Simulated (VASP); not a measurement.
# Pb (R-3m) in VASP: further runs

The runs below take Pb through electric field gradients, with LDA.

Everything below comes from runs of VASP 6.6.1. Logs are shortened: lines on timing, memory, paths and dates and some standing lists are left out, and cuts for length are marked.

## (1) The cell of the first run

Symmetry: R-3m, No. 166, trigonal system. The conventional cell has a = 4.936 Å, b = 4.936 Å, c = 11.556 Å, α = 90.00°, β = 90.00°, γ = 120.00°. Within 3.8 Å of Pb (site symmetry 3m) lie 4 Pb at 2.89 to 3.01 Å.

## (2) Electric field gradients, LDA (equal xy, yz and zx shear strains of -3 %)

INCAR reads:

```
PREC = Accurate
ENCUT = 520
EDIFF = 1E-8
ISMEAR = -1
SIGMA = 0.05
LREAL = False
LASPH = True
NELM = 80
ALGO = Normal
ISIF = 2
LWAVE = False
LCHARG = False
GGA = CA
LEFG = True
NBANDS = 21
```

KPOINTS reads:

```
regular mesh
0
Gamma
  8 8 8
```

POSCAR reads:

```
Pb
1.0
   -0.1031700017      3.3874150547      3.3874150547
    3.3874150547     -0.1031700017      3.3874150547
    3.3874150547      3.3874150547     -0.1031700017
Pb
2
Direct
    0.0000000000      0.0000000000      0.0000000000
    0.2500000000      0.2500000000      0.2500000000
```

Potentials or basis: VASP PAW LDA potentials, release 64 (Pb_d).

Command:

```bash
$ cat potpaw_LDA.64/Pb_d/POTCAR > POTCAR
$ mpirun -np 1 vasp_std > vasp.out
```

OUTCAR:

```text
PREC = Accurate
   ENCUT = 520
   EDIFF = 1E-8
   ISMEAR = -1
   LREAL = False
   LASPH = True
   NELM = 80
   ISIF = 2
   GGA = CA

 ion  position               nearest neighbor table
   1  0.000  0.000  0.000-   2 2.89   2 3.01   2 3.01   2 3.01
   2  0.250  0.250  0.250-   1 2.89   1 3.01   1 3.01   1 3.01

  LATTYP: Found a trigonal (rhomboedric) cell.
 ALAT       =     4.7916391303
 COS(alpha) =     0.4693254694

  Lattice vectors:

 A1 = (  -0.1031700017,   3.3874150547,   3.3874150547)
 A2 = (   3.3874150547,  -0.1031700017,   3.3874150547)
 A3 = (   3.3874150547,   3.3874150547,  -0.1031700017)

Analysis of symmetry for initial positions (statically):
=====================================================================
 Subroutine PRICEL returns:
 Original cell was already a primitive cell.

 Routine SETGRP: Setting up the symmetry group for a
 trigonal (rhombohedral) supercell.

 Subroutine GETGRP returns: Found 12 space group operations
 (whereof  6 operations were pure point group operations)
 out of a pool of 12 trial point group operations.

The static configuration has the point symmetry C_3v.
 The point group associated with its full space group is D_3d.

Analysis of symmetry for dynamics (positions and initial velocities):
=====================================================================
 Subroutine PRICEL returns:
 Original cell was already a primitive cell.

 Routine SETGRP: Setting up the symmetry group for a
 trigonal (rhombohedral) supercell.

 Subroutine GETGRP returns: Found 12 space group operations
 (whereof  6 operations were pure point group operations)
 out of a pool of 12 trial point group operations.

The dynamic configuration has the point symmetry C_3v.
 The point group associated with its full space group is D_3d.

 Subroutine INISYM returns: Found 12 space group operations
 (whereof  6 operations are pure point group operations),
 and found     1 'primitive' translations

----------------------------------------------------------------------------------------

                                     Primitive cell

  volume of cell :      81.2887

  direct lattice vectors                    reciprocal lattice vectors
    -0.103170002  3.387415055  3.387415055    -0.141027373  0.145457552  0.145457552
     3.387415055 -0.103170002  3.387415055     0.145457552 -0.141027373  0.145457552
     3.387415055  3.387415055 -0.103170002     0.145457552  0.145457552 -0.141027373

  length of vectors
     4.791639130  4.791639130  4.791639130     0.249408338  0.249408338  0.249408338

  position of ions in fractional coordinates (direct lattice)
     0.000000000  0.000000000  0.000000000
     0.250000000  0.250000000  0.250000000

  ion indices of the primitive-cell ions
   primitive index   ion index
                 1           1
                 2           2

----------------------------------------------------------------------------------------

 KPOINTS: regular mesh

Automatic generation of k-mesh.
 Grid dimensions read from file:
 generate k-points for:    8    8    8

 Generating k-lattice:

  Cartesian coordinates                     Fractional coordinates (reciprocal lattice)
    -0.017628422  0.018182194  0.018182194     0.125000000  0.000000000  0.000000000
     0.018182194 -0.017628422  0.018182194     0.000000000  0.125000000  0.000000000
     0.018182194  0.018182194 -0.017628422     0.000000000  0.000000000  0.125000000

  Length of vectors
     0.031176042  0.031176042  0.031176042

  Shift w.r.t. Gamma in fractional coordinates (k-lattice)
     0.000000000  0.000000000  0.000000000

 Subroutine IBZKPT returns following result:
 ===========================================

 Found     65 irreducible k-points:

 Following reciprocal coordinates:
            Coordinates               Weight
  0.000000  0.000000  0.000000      1.000000
  0.125000  0.000000  0.000000      6.000000
  0.250000  0.000000  0.000000      6.000000
  0.375000 -0.000000 -0.000000      6.000000
  0.500000  0.000000  0.000000      3.000000
  0.125000  0.125000  0.000000      6.000000
[... 16 lines left out ...]
  0.250000  0.125000  0.125000      6.000000
  0.375000  0.125000  0.125000      6.000000
 [... further k-points ...]
   k-points           NKPTS =     65   k-points in BZ     NKDIM =     65   number of bands    NBANDS=     21
   number of dos      NEDOS =    301   number of ions     NIONS =      2
   total plane-waves  NPLWV =  46656
   dimension x,y,z NGX =    36 NGY =   36 NGZ =   36
   dimension x,y,z NGXF=    72 NGYF=   72 NGZF=   72
   ions per type =               2
   NGX,Y,Z   is equivalent  to a cutoff of  12.49, 12.49, 12.49 a.u.
   NGXF,Y,Z  is equivalent  to a cutoff of  24.98, 24.98, 24.98 a.u.
 SYSTEM =  unknown system
   PREC   = accura    normal or accurate (medium, high low for compatibility)
   ISTART =      0    job   : 0-new  1-cont  2-samecut
   ICHARG =      2    charge: 1-file 2-atom 10-const
   ISPIN  =      1    spin polarized calculation?
   LNONCOLLINEAR =      F non collinear calculations
   LSORBIT =      F    spin-orbit coupling
   LASPH  =      T    aspherical Exc in radial PAW
   ENCUT  =  520.0 eV  38.22 Ry    6.18 a.u.   8.91  8.91  8.91*2*pi/ulx,y,z
   NELM   =     80;   NELMIN=  2; NELMDL= -5     # of ELM steps
   EDIFF  = 0.1E-07   stopping-criterion for ELM
   LREAL  =      F    real-space projection
   EDIFFG = 0.1E-06   stopping-criterion for IOM
   NSW    =      0    number of steps for IOM
   IBRION =     -1    ionic relax: 0-MD 1-quasi-New 2-CG
   NFREE  =      0    steps in history (QN), initial steepest desc. (CG)
   ISIF   =      2    stress and relaxation
   ISYM   =      2    0-nonsym 1-usesym 2-fastsym
   POTIM  = 0.5000    time-step for ionic-motion
   TEBEG  =    0.0;   TEEND  =   0.0 temperature during run
   PSTRESS=    0.0 pullay stress
   NELECT =      28.0000    total number of electrons
   NUPDOWN=      -1.0000    fix difference up-down
   EMIN   =  10.00;   EMAX   =-10.00  energy-range for DOS
   EFERMI =   0.00;   METHOD = LEGACY
   ISMEAR =    -1;   SIGMA  =   0.05  broadening in eV -4-tet -1-fermi 0-gaus
   EFERMI_NEDOS =   21; number of points for ismear=-14 and -15
   IALGO  =     38    algorithm
   IMIX   =      4    mixing-type and parameters
     AMIX     =   0.40;   BMIX     =  1.00
     AMIX_MAG =   1.60;   BMIX_MAG =  1.00
  volume/ion in A,a.u.               =      40.64       274.28
  Fermi-wavevector in a.u.,A,eV,Ry     =   1.147583  2.168617 17.918144  1.316946
  Thomas-Fermi vector in A             =   2.284262
   LORBIT       =      0    0 simple, 1 ext, 2 COOP (PROOUT), +10 PAW based schemes
   GGA     = CA    functional components
   LHFCALC =     F    Hartree Fock is set to
   AEXX    =    0.0000 exact exchange contribution
   IVDW    =     0    specifies the selected vdW correction
   LEPSILON=     F    determine dielectric tensor
   LRPA    =     F    only Hartree local field effects (RPA)
 non-spin polarized calculation
  energy-cutoff  :      520.00
  volume of cell :       81.29
 maximum number of plane-waves:      2213
   NGX = 17   NGY = 17   NGZ = 17

 number of electron      27.9999994 magnetization

 Free energy of the ion-electron system (eV)
  ---------------------------------------------------
  ext. energy  EPLUGINS =         0.00000000
  ---------------------------------------------------
  free energy    TOTEN  =        -7.86553639 eV

  energy without entropy =       -7.86121175  energy(sigma->0) =       -7.86337407

 E-fermi :   4.0857     XC(G=0):  -8.7657

 val. band max:        4.0831677134   @ k =   0.1250   0.0000   0.0000
 cond. band min:       4.1112694847   @ k =   0.2500   0.1250   0.1250
 fundamental gap:      0.0281017712
 Fermi energy:         4.0856832524

 k-point     1 :       0.0000    0.0000    0.0000
  band No.  band energies     occupation
      1     -13.1860      2.00000
      2     -13.0665      2.00000
      3     -13.0665      2.00000
      4     -13.0271      2.00000
      5     -13.0271      2.00000
      6     -12.6179      2.00000
[... 13 lines left out ...]
     20      11.9110      0.00000
     21      11.9110      0.00000
[... 529 lines left out ...]
 k-point    24 :       0.3750    0.1250    0.1250
  band No.  band energies     occupation
      1     -13.1970      2.00000
      2     -13.1325      2.00000
      3     -13.0704      2.00000
      4     -12.9537      2.00000
      5     -12.9282      2.00000
      6     -12.6946      2.00000
[... 13 lines left out ...]
     20      10.7336      0.00000
     21      11.9369      0.00000

 [... further k-points ...]

------------------------ aborting loop because EDIFF is reached ----------------------------------------

  FORCE on cell =-STRESS in cart. coord.  units (eV):
  Direction    XX          YY          ZZ          XY          YZ          ZX
  --------------------------------------------------------------------------------------
  -------------------------------------------------------------------------------------
  Total       -0.2877164     -0.2877164     -0.2877164      0.5617151      0.5617151      0.5617151
  in kB       -5.6708064     -5.6708064     -5.6708064     11.0712423     11.0712423     11.0712423
  external PRESSURE =      -5.6708064 kB  Pullay stress =       0.0000000 kB

 VOLUME and BASIS-vectors are now :
 -----------------------------------------------------------------------------
  energy-cutoff  :      520.00
  volume of cell :       81.29
      direct lattice vectors                 reciprocal lattice vectors
    -0.103170002  3.387415055  3.387415055    -0.141027373  0.145457552  0.145457552
     3.387415055 -0.103170002  3.387415055     0.145457552 -0.141027373  0.145457552
     3.387415055  3.387415055 -0.103170002     0.145457552  0.145457552 -0.141027373

 POSITION                                       TOTAL-FORCE (eV/Angst)
 -----------------------------------------------------------------------------------
      0.00000      0.00000      0.00000        -0.222719     -0.222719     -0.222719
      1.66792      1.66792      1.66792         0.222719      0.222719      0.222719
 -----------------------------------------------------------------------------------
    total drift:                                0.000000      0.000000      0.000000

  FREE ENERGIE OF THE ION-ELECTRON SYSTEM (eV)
  ---------------------------------------------------
  free  energy   TOTEN  =        -7.8655363859 eV

  energy  without entropy=       -7.8612117501  energy(sigma->0) =       -7.86337407

 Electric field gradients (V/A^2)
---------------------------------------------------------------------
 ion       V_xx      V_yy      V_zz      V_xy      V_xz      V_yz
---------------------------------------------------------------------
   1      -0.000     0.000     0.000   -42.079   -42.079   -42.079
   2      -0.000     0.000     0.000   -42.079   -42.079   -42.079
---------------------------------------------------------------------

 Electric field gradients after diagonalization (V/A^2)
 (convention: |V_zz| > |V_xx| > |V_yy|)
----------------------------------------------------------------------
 ion       V_xx      V_yy      V_zz     asymmetry (V_yy - V_xx)/ V_zz
----------------------------------------------------------------------
   1      42.079    42.079   -84.158       0.000
   2      42.079    42.079   -84.158       0.000
----------------------------------------------------------------------

           NMR quadrupolar parameters

 Cq : quadrupolar parameter    Cq=e*Q*V_zz/h
 eta: asymmetry parameters     (V_yy - V_xx)/ V_zz
 Q  : nuclear electric quadrupole moment in mb (millibarn)
----------------------------------------------------------------------
 ion       Cq(MHz)       eta       Q (mb)
----------------------------------------------------------------------
   1      -0.203       0.000       1.000
   2      -0.203       0.000       1.000
----------------------------------------------------------------------
```

Wall time 66 s (1 thread of Intel Xeon Platinum 8488C (Sapphire Rapids), shared host); peak memory 0.22 GiB.

Results:

- Free energy: -7.8655 eV
- Pressure: -0.6 GPa
- Largest force: 0.386 eV/Å
- Band gap on the k mesh: zero (bands 14 and 15 overlap by 1.31 eV)
- Largest electric field gradient by atom: Pb -84.2 V/Å²

Forces on the atoms (eV/Å):
```
Pb  -0.223 -0.223 -0.223
Pb   0.223  0.223  0.223
```

Levels at points of the mesh, in eV from the Fermi level:
| k point | band 12 | band 13 | band 14 | band 15 | band 16 | band 17 |
| --- | --- | --- | --- | --- | --- | --- |
| (0.00, 0.00, 0.00) | -3.99 | 0.37 | 0.37 | 0.37 | 2.20 | 2.20 |
| (0.50, 0.00, 0.00) | -7.08 | -0.98 | -0.74 | -0.70 | 3.34 | 3.71 |
| (0.50, 0.50, 0.00) | -8.39 | -2.11 | -1.90 | 0.69 | 0.90 | 6.94 |
| (0.50, 0.50, 0.50) | -7.36 | -1.16 | -0.94 | -0.94 | 3.39 | 3.39 |

Electric field gradients, principal values (V/Å²):
| atom | least | middle | greatest (by size) |
| --- | --- | --- | --- |
| 1 Pb | 42.079 | 42.079 | -84.158 |
| 2 Pb | 42.079 | 42.079 | -84.158 |

Caveat: the cell differs from its parent crystal (equal xy, yz and zx shear strains of -3 %); without QUAD_EFG the Cq values of the log hold for a quadrupole moment of 1 mb, not for the nuclei; spin-orbit coupling is left out, which moves the levels of the heavy elements.

(Continued in part 2 of 2.)
